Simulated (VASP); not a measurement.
Wanted: the native input for a VASP 6.6.1 run.

- Task: single point
- Functional: PBE
- Potentials or basis: VASP PAW PBE potentials, release 64 (Nb_sv, Te, Mo_sv)
- Cutoff: 520 eV
- k mesh: 12 × 12 × 2
- Occupations: gaussian, width 0.1 eV
- Spin: no spin polarisation
- Dipole correction: no
- Further INCAR settings: ALGO = Normal; EDIFF = 1e-06; NBANDS = 64

The structure of NbTe8Mo3 lies in POSCAR:

```
NbTe8Mo3
1.0
    3.5508275076      0.0000000000      0.0000000000
   -1.7754137538      3.0751068260      0.0000000000
    0.0000000000      0.0000000000     31.4165463590
Nb Te Mo
1 8 3
Direct
    0.0000000000      0.0000000000      0.0000000000
    0.6666666667      0.3333333333      0.1949825899
    0.6666666667      0.3333333333      0.4414197289
    0.6666666667      0.3333333333      0.6878500347
    0.6666666667      0.3333333333      0.9392384031
    0.3333333333      0.6666666667      0.0607615969
    0.3333333333      0.6666666667      0.3121499653
    0.3333333333      0.6666666667      0.5585802711
    0.3333333333      0.6666666667      0.8050174101
    0.0000000000      0.0000000000      0.2535796003
    0.0000000000      0.0000000000      0.5000000000
    0.0000000000      0.0000000000      0.7464203997
```

One way to write it, as run:

INCAR

```
ALGO     = Normal         # electronic algorithm
EDIFF    = 1E-6           # SCF threshold, eV
ENCUT    = 520            # plane-wave cutoff, eV
GGA      = PE             # functional
ISIF     = 2              # what is computed and relaxed
ISMEAR   = 0              # smearing method
LASPH    = T              # aspherical terms in the spheres
LCHARG   = T              # write CHGCAR
LELF     = T              # ELF
LREAL    = F              # projectors in reciprocal space
LVHAR    = T            
LWAVE    = F              # write WAVECAR
NBANDS   = 64             # bands
NELM     = 100            # most SCF steps
PREC     = Accurate       # precision mode
SIGMA    = 0.1            # smearing width, eV
```

KPOINTS

```
k-points
0
Gamma
  12 12 2
```

Potentials or basis: VASP PAW PBE potentials, release 64 (Nb_sv, Te, Mo_sv).

The run is started by

```bash
$ cat potpaw_PBE.64/Nb_sv/POTCAR potpaw_PBE.64/Te/POTCAR potpaw_PBE.64/Mo_sv/POTCAR > POTCAR
$ mpirun -np 1 vasp_std > vasp.out
```

It gave:

```json
{
  "Pressure": "0.0 GPa",
  "Largest force": "0.010 eV/Å",
  "Band gap on the k mesh": "zero (an odd number of electrons rules out a gap without spin polarisation)"
}
```

Caveat: spin-orbit coupling is left out, which moves the levels of the heavy elements; this functional lacks dispersion, which binds layers or chains, so the pressure and a relaxed spacing across them are unreliable; an odd number of electrons without spin polarisation forces a metal; a magnetic or distorted state may lie lower.

It took 84 min on 1 thread of AMD EPYC 7R13 (shared host), peak memory 0.92 GiB.
